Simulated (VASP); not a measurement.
# CuI (F-43m) in VASP: further runs

Aim: see how the results for CuI move with the level of theory and the settings. Levels: PBE, LDA, PBEsol. Tasks: electric field gradients.

Everything below comes from runs of VASP 6.6.1. Logs are shortened: lines on timing, memory, paths and dates and some standing lists are left out, and cuts for length are marked.

## 1. The cell of the first run

The structure is cubic, space group F-43m (No. 216). Conventional cell: a = 6.063 Å, b = 6.063 Å, c = 6.063 Å, α = 90.00°, β = 90.00°, γ = 90.00°. Within 3.5 Å of Cu (site symmetry -43m) lie 4 I at 2.63 Å. I (site symmetry -43m) has 4 Cu at 2.63 Å within 3.5 Å.

## 2. Electric field gradients, PBE

INCAR

```
PREC = Accurate ; ENCUT = 520
EDIFF = 1E-8 ; ISMEAR = -1
SIGMA = 0.03 ; LREAL = F
LASPH = T ; NELM = 100
ALGO = Normal ; ISIF = 2
LWAVE = F ; LCHARG = F
GGA = PE ; LEFG = T
NBANDS = 16
```

KPOINTS

```
Automatic mesh
0
Gamma
  9 9 9
```

POSCAR

```
CuI
1.0
    0.0000000000      3.0315000000      3.0315000000
    3.0315000000      0.0000000000      3.0315000000
    3.0315000000      3.0315000000      0.0000000000
Cu I
1 1
Direct
    0.7500000000      0.7500000000      0.7500000000
    0.0000000000      0.0000000000      0.0000000000
```

Potentials or basis: VASP PAW PBE potentials, release 64 (Cu, I).

Launch:

```sh
> cat potpaw_PBE.64/Cu/POTCAR potpaw_PBE.64/I/POTCAR > POTCAR
> mpirun -np 1 vasp_std > vasp.out
```

OUTCAR:

```text
PREC = Accurate
   ENCUT = 520
   EDIFF = 1E-8
   ISMEAR = -1
   LREAL = F
   LASPH = T
   NELM = 100
   ISIF = 2
   GGA = PE

 ion  position               nearest neighbor table
   1  0.750  0.750  0.750-   2 2.63   2 2.63   2 2.63   2 2.63
   2  0.000  0.000  0.000-   1 2.63   1 2.63   1 2.63   1 2.63

  LATTYP: Found a face centered cubic cell.
 ALAT       =     6.0630000000

  Lattice vectors:

 A1 = (   0.0000000000,   3.0315000000,   3.0315000000)
 A2 = (   3.0315000000,   0.0000000000,   3.0315000000)
 A3 = (   3.0315000000,   3.0315000000,   0.0000000000)

Analysis of symmetry for initial positions (statically):
=====================================================================
 Subroutine PRICEL returns:
 Original cell was already a primitive cell.

 Routine SETGRP: Setting up the symmetry group for a
 face centered cubic supercell.

 Subroutine GETGRP returns: Found 24 space group operations
 (whereof 24 operations were pure point group operations)
 out of a pool of 48 trial point group operations.

The static configuration has the point symmetry T_d .

Analysis of symmetry for dynamics (positions and initial velocities):
=====================================================================
 Subroutine PRICEL returns:
 Original cell was already a primitive cell.

 Routine SETGRP: Setting up the symmetry group for a
 face centered cubic supercell.

 Subroutine GETGRP returns: Found 24 space group operations
 (whereof 24 operations were pure point group operations)
 out of a pool of 48 trial point group operations.

The dynamic configuration has the point symmetry T_d .

 Subroutine INISYM returns: Found 24 space group operations
 (whereof 24 operations are pure point group operations),
 and found     1 'primitive' translations

----------------------------------------------------------------------------------------

                                     Primitive cell

  volume of cell :      55.7189

  direct lattice vectors                    reciprocal lattice vectors
     0.000000000  3.031500000  3.031500000    -0.164934851  0.164934851  0.164934851
     3.031500000  0.000000000  3.031500000     0.164934851 -0.164934851  0.164934851
     3.031500000  3.031500000  0.000000000     0.164934851  0.164934851 -0.164934851

  length of vectors
     4.287188414  4.287188414  4.287188414     0.285675541  0.285675541  0.285675541

  position of ions in fractional coordinates (direct lattice)
     0.750000000  0.750000000  0.750000000
     0.000000000  0.000000000  0.000000000

  ion indices of the primitive-cell ions
   primitive index   ion index
                 1           1
                 2           2

----------------------------------------------------------------------------------------

 KPOINTS: Automatic mesh

Automatic generation of k-mesh.
 Grid dimensions read from file:
 generate k-points for:    9    9    9

 Generating k-lattice:

  Cartesian coordinates                     Fractional coordinates (reciprocal lattice)
    -0.018326095  0.018326095  0.018326095     0.111111111  0.000000000  0.000000000
     0.018326095 -0.018326095  0.018326095     0.000000000  0.111111111  0.000000000
     0.018326095  0.018326095 -0.018326095     0.000000000  0.000000000  0.111111111

  Length of vectors
     0.031741727  0.031741727  0.031741727

  Shift w.r.t. Gamma in fractional coordinates (k-lattice)
     0.000000000  0.000000000  0.000000000

 Subroutine IBZKPT returns following result:
 ===========================================

 Found     35 irreducible k-points:

 Following reciprocal coordinates:
            Coordinates               Weight
  0.000000  0.000000  0.000000      1.000000
  0.111111  0.000000  0.000000      8.000000
  0.222222  0.000000  0.000000      8.000000
  0.333333  0.000000  0.000000      8.000000
  0.444444  0.000000  0.000000      8.000000
  0.111111  0.111111  0.000000      6.000000
[... 16 lines left out ...]
 -0.333333  0.333333  0.000000     12.000000
  0.444444  0.444444  0.000000      6.000000
 [... further k-points ...]
   k-points           NKPTS =     35   k-points in BZ     NKDIM =     35   number of bands    NBANDS=     16
   number of dos      NEDOS =    301   number of ions     NIONS =      2
   total plane-waves  NPLWV =  32768
   dimension x,y,z NGX =    32 NGY =   32 NGZ =   32
   dimension x,y,z NGXF=    64 NGYF=   64 NGZF=   64
   ions per type =               1   1
   NGX,Y,Z   is equivalent  to a cutoff of  12.41, 12.41, 12.41 a.u.
   NGXF,Y,Z  is equivalent  to a cutoff of  24.82, 24.82, 24.82 a.u.
 SYSTEM =  unknown system
   PREC   = accura    normal or accurate (medium, high low for compatibility)
   ISTART =      0    job   : 0-new  1-cont  2-samecut
   ICHARG =      2    charge: 1-file 2-atom 10-const
   ISPIN  =      1    spin polarized calculation?
   LNONCOLLINEAR =      F non collinear calculations
   LSORBIT =      F    spin-orbit coupling
   LASPH  =      T    aspherical Exc in radial PAW
   ENCUT  =  520.0 eV  38.22 Ry    6.18 a.u.   7.97  7.97  7.97*2*pi/ulx,y,z
   NELM   =    100;   NELMIN=  2; NELMDL= -5     # of ELM steps
   EDIFF  = 0.1E-07   stopping-criterion for ELM
   LREAL  =      F    real-space projection
   EDIFFG = 0.1E-06   stopping-criterion for IOM
   NSW    =      0    number of steps for IOM
   IBRION =     -1    ionic relax: 0-MD 1-quasi-New 2-CG
   NFREE  =      0    steps in history (QN), initial steepest desc. (CG)
   ISIF   =      2    stress and relaxation
   ISYM   =      2    0-nonsym 1-usesym 2-fastsym
   POTIM  = 0.5000    time-step for ionic-motion
   TEBEG  =    0.0;   TEEND  =   0.0 temperature during run
   PSTRESS=    0.0 pullay stress
   NELECT =      18.0000    total number of electrons
   NUPDOWN=      -1.0000    fix difference up-down
   EMIN   =  10.00;   EMAX   =-10.00  energy-range for DOS
   EFERMI =   0.00;   METHOD = LEGACY
   ISMEAR =    -1;   SIGMA  =   0.03  broadening in eV -4-tet -1-fermi 0-gaus
   EFERMI_NEDOS =   21; number of points for ismear=-14 and -15
   IALGO  =     38    algorithm
   IMIX   =      4    mixing-type and parameters
     AMIX     =   0.40;   BMIX     =  1.00
     AMIX_MAG =   1.60;   BMIX_MAG =  1.00
  volume/ion in A,a.u.               =      27.86       188.00
  Fermi-wavevector in a.u.,A,eV,Ry     =   1.123306  2.122741 17.168055  1.261816
  Thomas-Fermi vector in A             =   2.259971
   LORBIT       =      0    0 simple, 1 ext, 2 COOP (PROOUT), +10 PAW based schemes
   GGA     = PE    functional components
   LHFCALC =     F    Hartree Fock is set to
   AEXX    =    0.0000 exact exchange contribution
   IVDW    =     0    specifies the selected vdW correction
   LEPSILON=     F    determine dielectric tensor
   LRPA    =     F    only Hartree local field effects (RPA)
 non-spin polarized calculation
  energy-cutoff  :      520.00
  volume of cell :       55.72
 maximum number of plane-waves:      1516
   NGX = 15   NGY = 15   NGZ = 15

 number of electron      18.0000014 magnetization

 Free energy of the ion-electron system (eV)
  ---------------------------------------------------
  ext. energy  EPLUGINS =         0.00000000
  ---------------------------------------------------
  free energy    TOTEN  =        -5.56215862 eV

  energy without entropy =       -5.56215862  energy(sigma->0) =       -5.56215862

 E-fermi :   5.0158     XC(G=0):  -8.9370

 val. band max:        4.4299276531   @ k =   0.0000   0.0000   0.0000
 cond. band min:       5.5736336433   @ k =   0.0000   0.0000   0.0000
 fundamental gap:      1.1437059901
 Fermi energy:         5.0158444571

 k-point     1 :       0.0000    0.0000    0.0000
  band No.  band energies     occupation
      1      -9.5798      2.00000
      2       0.7917      2.00000
      3       0.7917      2.00000
      4       0.7917      2.00000
      5       2.5791      2.00000
      6       2.5791      2.00000
[... 8 lines left out ...]
     15      14.0075      0.00000
     16      14.0075      0.00000

 k-point     2 :       0.1111    0.0000    0.0000
  band No.  band energies     occupation
      1      -9.5221      2.00000
      2       0.5554      2.00000
      3       0.7963      2.00000
      4       0.7963      2.00000
      5       2.5740      2.00000
      6       2.5740      2.00000
[... 8 lines left out ...]
     15      13.4304      0.00000
     16      13.4304      0.00000

 k-point     3 :       0.2222    0.0000    0.0000
  band No.  band energies     occupation
      1      -9.3690      2.00000
      2      -0.0345      2.00000
      3       0.8058      2.00000
      4       0.8058      2.00000
      5       2.5690      2.00000
      6       2.5690      2.00000
[... 8 lines left out ...]
     15      13.1002      0.00000
     16      13.4674      0.00000

 k-point     4 :       0.3333    0.0000    0.0000
  band No.  band energies     occupation
      1      -9.1804      2.00000
      2      -0.6832      2.00000
      3       0.8125      2.00000
      4       0.8125      2.00000
      5       2.5810      2.00000
      6       2.5810      2.00000
[... 8 lines left out ...]
     15      13.6524      0.00000
     16      13.6524      0.00000

 k-point     5 :       0.4444    0.0000    0.0000
  band No.  band energies     occupation
      1      -9.0472      2.00000
      2      -1.0950      2.00000
      3       0.8143      2.00000
      4       0.8143      2.00000
      5       2.6028      2.00000
      6       2.6028      2.00000
[... 8 lines left out ...]
     15      14.8775      0.00000
     16      14.8775      0.00000

 k-point     6 :       0.1111    0.1111    0.0000
  band No.  band energies     occupation
      1      -9.5029      2.00000
      2       0.5240      2.00000
      3       0.7784      2.00000
      4       0.7784      2.00000
      5       2.5538      2.00000
      6       2.5892      2.00000
[... 8 lines left out ...]
     15      13.5793      0.00000
     16      14.1295      0.00000
[... 267 lines left out ...]
 k-point    21 :       0.4444    0.3333    0.0000
  band No.  band energies     occupation
      1      -8.9326      2.00000
      2      -0.9061      2.00000
      3       0.5581      2.00000
      4       0.7072      2.00000
      5       2.4835      2.00000
      6       2.6470      2.00000
[... 8 lines left out ...]
     15      15.6419      0.00000
     16      16.8997      0.00000

 k-point    22 :      -0.4444    0.3333    0.0000
  band No.  band energies     occupation
      1      -8.8684      2.00000
      2      -0.8802      2.00000
      3       0.1751      2.00000
      4       0.7340      2.00000
      5       2.4747      2.00000
      6       2.6179      2.00000
[... 8 lines left out ...]
     15      14.9415      0.00000
     16      17.1306      0.00000

 k-point    23 :      -0.3333    0.3333    0.0000
  band No.  band energies     occupation
      1      -8.8872      2.00000
      2      -0.6940      2.00000
      3      -0.1197      2.00000
      4       0.7775      2.00000
      5       2.4619      2.00000
      6       2.5781      2.00000
[... 8 lines left out ...]
     15      13.7439      0.00000
     16      17.7091      0.00000

 k-point    24 :       0.4444    0.4444    0.0000
  band No.  band energies     occupation
      1      -8.8667      2.00000
      2      -1.0853      2.00000
      3       0.6859      2.00000
      4       0.6859      2.00000
      5       2.5076      2.00000
      6       2.6633      2.00000
[... 8 lines left out ...]
     15      15.5982      0.00000
     16      16.8782      0.00000

 [... further k-points ...]

------------------------ aborting loop because EDIFF is reached ----------------------------------------

  FORCE on cell =-STRESS in cart. coord.  units (eV):
  Direction    XX          YY          ZZ          XY          YZ          ZX
  --------------------------------------------------------------------------------------
  -------------------------------------------------------------------------------------
  Total        0.1222434      0.1222434      0.1222434     -0.0000000     -0.0000000     -0.0000000
  in kB        3.5150631      3.5150631      3.5150631     -0.0000000     -0.0000000     -0.0000000
  external PRESSURE =       3.5150631 kB  Pullay stress =       0.0000000 kB

 VOLUME and BASIS-vectors are now :
 -----------------------------------------------------------------------------
  energy-cutoff  :      520.00
  volume of cell :       55.72
      direct lattice vectors                 reciprocal lattice vectors
     0.000000000  3.031500000  3.031500000    -0.164934851  0.164934851  0.164934851
     3.031500000  0.000000000  3.031500000     0.164934851 -0.164934851  0.164934851
     3.031500000  3.031500000  0.000000000     0.164934851  0.164934851 -0.164934851

 POSITION                                       TOTAL-FORCE (eV/Angst)
 -----------------------------------------------------------------------------------
      4.54725      4.54725      4.54725         0.000000     -0.000000     -0.000000
      0.00000      0.00000      0.00000        -0.000000      0.000000      0.000000
 -----------------------------------------------------------------------------------
    total drift:                               -0.000001     -0.000001     -0.000001

  FREE ENERGIE OF THE ION-ELECTRON SYSTEM (eV)
  ---------------------------------------------------
  free  energy   TOTEN  =        -5.5621586233 eV

  energy  without entropy=       -5.5621586233  energy(sigma->0) =       -5.56215862

 Electric field gradients (V/A^2)
---------------------------------------------------------------------
 ion       V_xx      V_yy      V_zz      V_xy      V_xz      V_yz
---------------------------------------------------------------------
   1      -0.000    -0.000    -0.000    -0.001    -0.001    -0.001
   2       0.000    -0.000    -0.000     0.000     0.000     0.000
---------------------------------------------------------------------

 Electric field gradients after diagonalization (V/A^2)
 (convention: |V_zz| > |V_xx| > |V_yy|)
----------------------------------------------------------------------
 ion       V_xx      V_yy      V_zz     asymmetry (V_yy - V_xx)/ V_zz
----------------------------------------------------------------------
   1       0.001     0.001    -0.002       0.000
   2      -0.000    -0.000     0.001       0.000
----------------------------------------------------------------------

           NMR quadrupolar parameters

 Cq : quadrupolar parameter    Cq=e*Q*V_zz/h
 eta: asymmetry parameters     (V_yy - V_xx)/ V_zz
 Q  : nuclear electric quadrupole moment in mb (millibarn)
----------------------------------------------------------------------
 ion       Cq(MHz)       eta       Q (mb)
----------------------------------------------------------------------
   1      -0.000       0.000       1.000
   2       0.000       0.000       1.000
----------------------------------------------------------------------
```

Wall time 77 s (1 thread of AMD EPYC 7R13, shared host); peak memory 0.16 GiB.

Results:

```yaml
Free_energy: -5.5622 eV
Pressure: 0.4 GPa
Band_gap_on_the_k_mesh: 1.14 eV, direct
```

Caveat: without QUAD_EFG the Cq values of the log hold for a quadrupole moment of 1 mb, not for the nuclei; spin-orbit coupling is left out, which moves the levels of the heavy elements.

(Part 1 of 2 ends here.)
